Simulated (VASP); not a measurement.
# SiO2 (Cmcm) in VASP: single point with PBEsol

Aim: the single point of SiO2 with PBEsol.

Program: VASP 6.6.1. These are calculated values, not measurements. Logs are shortened: lines on timing, memory, paths and dates and some standing lists are left out, and cuts for length are marked.

## (1) The cell of the first run

Symmetry: Cmcm, No. 63, orthorhombic system. The conventional cell has a = 7.531 Å, b = 16.257 Å, c = 5.251 Å, α = 90.00°, β = 90.00°, γ = 90.00°. Within 2.1 Å of Si (site symmetry m) lie 4 O at 1.61 to 1.62 Å. Within 2.1 Å of Si (site symmetry m2m) lie 4 O at 1.61 Å. Within 2.1 Å of O (site symmetry -1) lie 2 Si at 1.61 Å. O (site symmetry m) has 2 Si at 1.61 Å within 2.1 Å. Within 2.1 Å of O (site symmetry m2m) lie 2 Si at 1.62 Å. Within 2.1 Å of O (site symmetry 2/m) lie 2 Si at 1.61 Å.

## (2) Single point, PBEsol

Input file INCAR:

```
PREC     = Accurate       # precision mode
ENCUT    = 520            # plane-wave cutoff, eV
EDIFF    = 1E-6           # SCF threshold, eV
ISMEAR   = 0              # smearing method
SIGMA    = 0.05           # smearing width, eV
LREAL    = Auto         
LASPH    = True           # aspherical terms in the spheres
NELM     = 100            # most SCF steps
ALGO     = Normal         # electronic algorithm
ISIF     = 2              # what is computed and relaxed
LWAVE    = False          # write WAVECAR
LCHARG   = True           # write CHGCAR
GGA      = PS             # functional
LELF     = True           # ELF
LVHAR    = True         
NBANDS   = 63             # bands
```

Input file KPOINTS:

```
Automatic mesh
0
Gamma
  4 4 4
```

Input file POSCAR:

```
SiO2
1.0
    3.7653975475     -8.1284566593      0.0000000000
    3.7653975475      8.1284566593      0.0000000000
    0.0000000000      0.0000000000      5.2514179063
Si O
6 12
Direct
    0.0102808395      0.4026121463      0.2500000000
    0.4026121463      0.0102808395      0.7500000000
    0.5973878537      0.9897191605      0.2500000000
    0.9897191605      0.5973878537      0.7500000000
    0.4430221731      0.5569778269      0.2500000000
    0.5569778269      0.4430221731      0.7500000000
    0.0000000000      0.5000000000      0.5000000000
    0.5000000000      0.0000000000      0.5000000000
    0.5000000000      0.0000000000      0.0000000000
    0.0000000000      0.5000000000      0.0000000000
    0.2099831976      0.4362740928      0.2500000000
    0.4362740928      0.2099831976      0.7500000000
    0.5637259072      0.7900168024      0.2500000000
    0.7900168024      0.5637259072      0.7500000000
    0.8307346196      0.1692653804      0.2500000000
    0.1692653804      0.8307346196      0.7500000000
    0.5000000000      0.5000000000      0.0000000000
    0.5000000000      0.5000000000      0.5000000000
```

Potentials or basis: VASP PAW PBE potentials, release 64 (Si, O).

The run is started by

```
$ cat potpaw_PBE.64/Si/POTCAR potpaw_PBE.64/O/POTCAR > POTCAR
$ mpirun -np 1 vasp_std > vasp.out
```

OUTCAR:

```text
PREC = Accurate
   ENCUT = 520
   EDIFF = 1E-6
   ISMEAR = 0
   LREAL = Auto
   LASPH = True
   NELM = 100
   ISIF = 2
   GGA = PS

 ion  position               nearest neighbor table
   1  0.010  0.403  0.250-  11 1.61  10 1.61   7 1.61  15 1.62   3 3.11
   2  0.403  0.010  0.750-  12 1.61   9 1.61   8 1.61  16 1.62   4 3.11
   3  0.597  0.990  0.250-  13 1.61   9 1.61   8 1.61  15 1.62   1 3.11
   4  0.990  0.597  0.750-  14 1.61  10 1.61   7 1.61  16 1.62   2 3.11
   5  0.443  0.557  0.250-  17 1.61  18 1.61  11 1.61  13 1.61
   6  0.557  0.443  0.750-  17 1.61  18 1.61  12 1.61  14 1.61
   7  0.000  0.500  0.500-   1 1.61   4 1.61
   8  0.500  0.000  0.500-   2 1.61   3 1.61
   9  0.500  0.000  0.000-   2 1.61   3 1.61
  10  0.000  0.500  0.000-   1 1.61   4 1.61
  11  0.210  0.436  0.250-   1 1.61   5 1.61
  12  0.436  0.210  0.750-   2 1.61   6 1.61
  13  0.564  0.790  0.250-   3 1.61   5 1.61
  14  0.790  0.564  0.750-   4 1.61   6 1.61
  15  0.831  0.169  0.250-   1 1.62   3 1.62
  16  0.169  0.831  0.750-   2 1.62   4 1.62
  17  0.500  0.500  0.000-   5 1.61   6 1.61
  18  0.500  0.500  0.500-   5 1.61   6 1.61

  LATTYP: Found a base centered orthorhombic cell.
 ALAT       =     7.5307950950
 B/A-ratio  =     2.1587246916
 C/A-ratio  =     0.6973258255

  Lattice vectors:

 A1 = (   3.7653975475,  -8.1284566593,   0.0000000000)
 A2 = (   3.7653975475,   8.1284566593,   0.0000000000)
 A3 = (   0.0000000000,   0.0000000000,   5.2514179063)

Analysis of symmetry for initial positions (statically):
=====================================================================
 Subroutine PRICEL returns:
 Original cell was already a primitive cell.

 Routine SETGRP: Setting up the symmetry group for a
 base centered orthorhombic supercell.

 Subroutine GETGRP returns: Found  8 space group operations
 (whereof  4 operations were pure point group operations)
 out of a pool of  8 trial point group operations.

The static configuration has the point symmetry C_2h.
 The point group associated with its full space group is D_2h.

Analysis of symmetry for dynamics (positions and initial velocities):
=====================================================================
 Subroutine PRICEL returns:
 Original cell was already a primitive cell.

 Routine SETGRP: Setting up the symmetry group for a
 base centered orthorhombic supercell.

 Subroutine GETGRP returns: Found  8 space group operations
 (whereof  4 operations were pure point group operations)
 out of a pool of  8 trial point group operations.

The dynamic configuration has the point symmetry C_2h.
 The point group associated with its full space group is D_2h.

 Subroutine INISYM returns: Found  8 space group operations
 (whereof  4 operations are pure point group operations),
 and found     1 'primitive' translations

----------------------------------------------------------------------------------------

                                     Primitive cell

  volume of cell :     321.4589

  direct lattice vectors                    reciprocal lattice vectors
     3.765397548 -8.128456659  0.000000000     0.132788104 -0.061512292  0.000000000
     3.765397548  8.128456659  0.000000000     0.132788104  0.061512292  0.000000000
     0.000000000  0.000000000  5.251417906     0.000000000  0.000000000  0.190424761

  length of vectors
     8.958237904  8.958237904  5.251417906     0.146343577  0.146343577  0.190424761

  position of ions in fractional coordinates (direct lattice)
     0.010280839  0.402612146  0.250000000
     0.402612146  0.010280839  0.750000000
     0.597387854  0.989719161  0.250000000
     0.989719161  0.597387854  0.750000000
     0.443022173  0.556977827  0.250000000
     0.556977827  0.443022173  0.750000000
[... 10 lines left out ...]
     0.500000000  0.500000000  0.000000000
     0.500000000  0.500000000  0.500000000

  ion indices of the primitive-cell ions
   primitive index   ion index
                 1           1
                 2           2
                 3           3
                 4           4
                 5           5
                 6           6
[... 10 lines left out ...]
                17          17
                18          18

----------------------------------------------------------------------------------------

 KPOINTS: Automatic mesh

Automatic generation of k-mesh.
 Grid dimensions read from file:
 generate k-points for:    4    4    4

 Generating k-lattice:

  Cartesian coordinates                     Fractional coordinates (reciprocal lattice)
     0.033197026 -0.015378073  0.000000000     0.250000000  0.000000000  0.000000000
     0.033197026  0.015378073  0.000000000     0.000000000  0.250000000  0.000000000
     0.000000000  0.000000000  0.047606190     0.000000000  0.000000000  0.250000000

  Length of vectors
     0.036585894  0.036585894  0.047606190

  Shift w.r.t. Gamma in fractional coordinates (k-lattice)
     0.000000000  0.000000000  0.000000000

 Subroutine IBZKPT returns following result:
 ===========================================

 Found     21 irreducible k-points:

 Following reciprocal coordinates:
            Coordinates               Weight
  0.000000  0.000000  0.000000      1.000000
  0.250000  0.000000  0.000000      4.000000
  0.500000  0.000000  0.000000      2.000000
  0.250000  0.250000  0.000000      2.000000
  0.500000  0.250000  0.000000      4.000000
 -0.250000  0.250000  0.000000      2.000000
[... 13 lines left out ...]
 -0.250000  0.250000  0.500000      2.000000
  0.500000  0.500000  0.500000      1.000000
   k-points           NKPTS =     21   k-points in BZ     NKDIM =     21   number of bands    NBANDS=     63
   number of dos      NEDOS =    301   number of ions     NIONS =     18
   total plane-waves  NPLWV = 196000
   dimension x,y,z NGX =    70 NGY =   70 NGZ =   40
   dimension x,y,z NGXF=   140 NGYF=  140 NGZF=   80
   ions per type =               6  12
   NGX,Y,Z   is equivalent  to a cutoff of  12.99, 12.99, 12.66 a.u.
   NGXF,Y,Z  is equivalent  to a cutoff of  25.98, 25.98, 25.33 a.u.
 SYSTEM =  unknown system
   PREC   = accura    normal or accurate (medium, high low for compatibility)
   ISTART =      0    job   : 0-new  1-cont  2-samecut
   ICHARG =      2    charge: 1-file 2-atom 10-const
   ISPIN  =      1    spin polarized calculation?
   LNONCOLLINEAR =      F non collinear calculations
   LSORBIT =      F    spin-orbit coupling
   LASPH  =      T    aspherical Exc in radial PAW
   ENCUT  =  520.0 eV  38.22 Ry    6.18 a.u.  16.66 16.66  9.76*2*pi/ulx,y,z
   NELM   =    100;   NELMIN=  2; NELMDL= -5     # of ELM steps
   EDIFF  = 0.1E-05   stopping-criterion for ELM
   LREAL  =      T    real-space projection
   EDIFFG = 0.1E-04   stopping-criterion for IOM
   NSW    =      0    number of steps for IOM
   IBRION =     -1    ionic relax: 0-MD 1-quasi-New 2-CG
   NFREE  =      0    steps in history (QN), initial steepest desc. (CG)
   ISIF   =      2    stress and relaxation
   ISYM   =      2    0-nonsym 1-usesym 2-fastsym
   POTIM  = 0.5000    time-step for ionic-motion
   TEBEG  =    0.0;   TEEND  =   0.0 temperature during run
   PSTRESS=    0.0 pullay stress
   NELECT =      96.0000    total number of electrons
   NUPDOWN=      -1.0000    fix difference up-down
   EMIN   =  10.00;   EMAX   =-10.00  energy-range for DOS
   EFERMI =   0.00;   METHOD = LEGACY
   ISMEAR =     0;   SIGMA  =   0.05  broadening in eV -4-tet -1-fermi 0-gaus
   EFERMI_NEDOS =   21; number of points for ismear=-14 and -15
   IALGO  =     38    algorithm
   IMIX   =      4    mixing-type and parameters
     AMIX     =   0.40;   BMIX     =  1.00
     AMIX_MAG =   1.60;   BMIX_MAG =  1.00
  volume/ion in A,a.u.               =      17.86       120.52
  Fermi-wavevector in a.u.,A,eV,Ry     =   1.094267  2.067865 16.291900  1.197421
  Thomas-Fermi vector in A             =   2.230569
   LORBIT       =      0    0 simple, 1 ext, 2 COOP (PROOUT), +10 PAW based schemes
   GGA     = PS    functional components
   LHFCALC =     F    Hartree Fock is set to
   AEXX    =    0.0000 exact exchange contribution
   IVDW    =     0    specifies the selected vdW correction
   LEPSILON=     F    determine dielectric tensor
   LRPA    =     F    only Hartree local field effects (RPA)
 non-spin polarized calculation
 Gauss-broadening in eV      SIGMA  =   0.05
  energy-cutoff  :      520.00
  volume of cell :      321.46
 maximum number of plane-waves:      8680
 NGX is ok and might be reduce to    70
   NGX = 33   NGY = 33   NGZ = 19

 number of electron      95.9999992 magnetization

 Free energy of the ion-electron system (eV)
  ---------------------------------------------------
  ext. energy  EPLUGINS =         0.00000000
  ---------------------------------------------------
  free energy    TOTEN  =      -147.90111396 eV

  energy without entropy =     -147.90111396  energy(sigma->0) =     -147.90111396

 E-fermi :  -1.0202     XC(G=0):  -7.2481

 val. band max:       -1.3309716124   @ k =   0.0000   0.0000   0.0000
 cond. band min:       4.1882953731   @ k =   0.0000   0.0000   0.0000
 fundamental gap:      5.5192669855
 Fermi energy:        -1.0202075912

 k-point     1 :       0.0000    0.0000    0.0000
  band No.  band energies     occupation
      1     -20.7008      2.00000
      2     -20.0528      2.00000
      3     -20.0467      2.00000
      4     -19.8278      2.00000
      5     -19.0170      2.00000
      6     -18.9934      2.00000
[... 52 lines left out ...]
     59       8.0735      0.00000
     60       8.2010      0.00000

 k-point     2 :       0.2500    0.0000    0.0000
  band No.  band energies     occupation
      1     -20.6328      2.00000
      2     -20.1823      2.00000
      3     -20.1255      2.00000
      4     -19.6958      2.00000
      5     -19.0569      2.00000
      6     -18.9395      2.00000
[... 1186 lines left out ...]
     59       8.8350      0.00000
     60       8.8350      0.00000

 k-point    21 :       0.5000    0.5000    0.5000
  band No.  band energies     occupation
      1     -20.2886      2.00000
      2     -20.2886      2.00000
      3     -19.5702      2.00000
      4     -19.5702      2.00000
      5     -19.5697      2.00000
      6     -19.5697      2.00000
[... 52 lines left out ...]
     59       9.1637      0.00000
     60       9.1637      0.00000
 [bands above 60 left out]

------------------------ aborting loop because EDIFF is reached ----------------------------------------

  FORCE on cell =-STRESS in cart. coord.  units (eV):
  Direction    XX          YY          ZZ          XY          YZ          ZX
  --------------------------------------------------------------------------------------
  -------------------------------------------------------------------------------------
  Total        0.9044832      0.7852129      0.7526651      0.0000000      0.0000000      0.0000000
  in kB        4.5080171      3.9135648      3.7513435      0.0000000      0.0000000      0.0000000
  external PRESSURE =       4.0576418 kB  Pullay stress =       0.0000000 kB

 VOLUME and BASIS-vectors are now :
 -----------------------------------------------------------------------------
  energy-cutoff  :      520.00
  volume of cell :      321.46
      direct lattice vectors                 reciprocal lattice vectors
     3.765397548 -8.128456659  0.000000000     0.132788104 -0.061512292  0.000000000
     3.765397548  8.128456659  0.000000000     0.132788104  0.061512292  0.000000000
     0.000000000  0.000000000  5.251417906     0.000000000  0.000000000  0.190424761

 POSITION                                       TOTAL-FORCE (eV/Angst)
 -----------------------------------------------------------------------------------
      1.55471      3.18905      1.31285        -0.002690     -0.022214     -0.000000
      1.55471     -3.18905      3.93856        -0.002690      0.022214      0.000000
      5.97609      3.18905      1.31285         0.002690     -0.022214     -0.000000
      5.97609     -3.18905      3.93856         0.002690      0.022214      0.000000
      3.76540      0.92628      1.31285         0.000000     -0.031892      0.000000
      3.76540     -0.92628      3.93856         0.000000      0.031892     -0.000000
[... 10 lines left out ...]
      3.76540      0.00000      0.00000         0.000000     -0.000000     -0.000000
      3.76540      0.00000      2.62571         0.000000     -0.000000     -0.000000
 -----------------------------------------------------------------------------------
    total drift:                                0.000000     -0.000000      0.000000

  FREE ENERGIE OF THE ION-ELECTRON SYSTEM (eV)
  ---------------------------------------------------
  free  energy   TOTEN  =      -147.9011139645 eV

  energy  without entropy=     -147.9011139645  energy(sigma->0) =     -147.90111396
```

Wall time 14 min (1 thread of Intel Xeon Platinum 8259CL at 2.50GHz (Skylake/Cascade Lake), shared host); peak memory 0.58 GiB.

Results:

- Free energy: -147.9011 eV
- Pressure: 0.4 GPa
- Largest force: 0.032 eV/Å
- Band gap on the k mesh: 5.52 eV, direct

Forces on the atoms (eV/Å):
```
Si  -0.003 -0.022  0.000
Si  -0.003  0.022  0.000
Si   0.003 -0.022  0.000
Si   0.003  0.022  0.000
Si   0.000 -0.032  0.000
Si   0.000  0.032  0.000
O    0.000  0.000  0.000
O    0.000  0.000  0.000
O    0.000  0.000  0.000
O    0.000  0.000  0.000
O   -0.001 -0.002  0.000
O   -0.001  0.002  0.000
O    0.001 -0.002  0.000
O    0.001  0.002  0.000
O    0.000 -0.004  0.000
O    0.000  0.004  0.000
O    0.000  0.000  0.000
O    0.000  0.000  0.000
```

Levels at points of the mesh, in eV from the valence-band top:
```csv
k point,band 46,band 47,band 48,band 49,band 50,band 51
"(0.00, 0.00, 0.00)",-0.08,0.00,0.00,5.52,8.00,8.13
"(0.50, 0.00, 0.00)",-0.34,-0.33,0.00,6.52,6.81,7.77
"(0.50, 0.50, 0.00)",-0.33,-0.26,-0.08,6.15,6.64,8.25
"(0.00, 0.00, 0.50)",-0.73,-0.50,-0.50,7.36,7.36,8.82
"(0.50, 0.00, 0.50)",-0.65,-0.29,-0.29,8.04,8.04,8.07
"(0.50, 0.50, 0.50)",-0.53,-0.39,-0.39,7.61,7.61,8.13
```

Caveat: the PAW data sets were made with another functional, which shifts forces and pressure a little. PBEsol gaps usually lie below the measured ones, often by a third to a half.
